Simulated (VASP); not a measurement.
Input of a VASP 6.6.1 run:

File INCAR:

```
SYSTEM = Ge
PREC = Accurate
ENCUT = 520
EDIFF = 1E-7
ISMEAR = -1
SIGMA = 0.08
LREAL = .False.
LASPH = .True.
NELM = 100
ALGO = Normal
ISIF = 2
LWAVE = .False.
LCHARG = .False.
GGA = PE
NBANDS = 28
```

Contents of KPOINTS:

```
regular mesh
0
Gamma
  8 8 10
  0 0 0
```

POSCAR

```
Ge
1.0
    3.6578160380      0.0000000000      0.0000000000
   -1.8289080190      3.1677616113      0.0000000000
    0.0000000000      0.0000000000      2.1640897323
Ge
3
Direct
    0.0000000000      0.0000000000      0.0000000000
    0.3333333333      0.6666666667      0.5000000000
    0.6666666667      0.3333333333      0.5000000000
```

Potentials or basis: VASP PAW PBE potentials, release 64 (Ge_d).

Command:

```bash
$ cat potpaw_PBE.64/Ge_d/POTCAR > POTCAR
$ mpirun -np 1 vasp_std > vasp.out
```

(1) Predict the pressure.

(2) What does it give for the band gap on the k mesh?

## Answers

(1) 368.5 GPa.

(2) zero (band 21 reaches 24.19 eV, above the bottom of band 22 at 13.97 eV).
